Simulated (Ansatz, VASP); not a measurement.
Ta2N in VASP and in Ansatz

```
Ta N
1.0
     3.07330    0.00000    0.00000
    -1.53665    2.66155    0.00000
     0.00000    0.00000    4.89543
Ta N
2 1
Direct
  0.66667 0.33333 0.74297
  0.33333 0.66667 0.25703
  0.00000 0.00000 0.00000
```

Alike in both runs: task single point; functional r2SCAN; k mesh 18 × 18 × 10; occupations gaussian, width 0.15 eV; no spin polarisation.

```csv
,VASP,Ansatz
version,VASP 6.6.1,Ansatz 0.2.0
potentials or method,"VASP PAW PBE potentials, release 64 (Ta_pv, N), cutoff 520 eV","scalar-relativistic, plane waves, PAW"
valence electrons in the cell,27,31
```

|  | VASP | Ansatz | Ansatz less VASP |
| --- | --- | --- | --- |
| gap on the k mesh at the Fermi level (eV) | none | none | - |
| pressure (GPa) | 1.1 | 0.0 | -1.10 |
| traceless stress, the component that is largest in VASP (GPa) | -0.11 | 0.02 | +0.127 |
| rms of the force components (eV/Å) | 0.034 | 0.001 | -0.0333 |

VASP's potentials were made for PBE, not for r2SCAN. Atom by atom the forces differ by 0.035 eV/Å (rms over components). A gap of «none» marks a metal or a gap that the smearing closes. VASP's potentials hold 27 valence electrons a cell and Ansatz's 31, so a difference there can come from the potentials and not from the codes.

Neither program's run includes spin-orbit coupling.
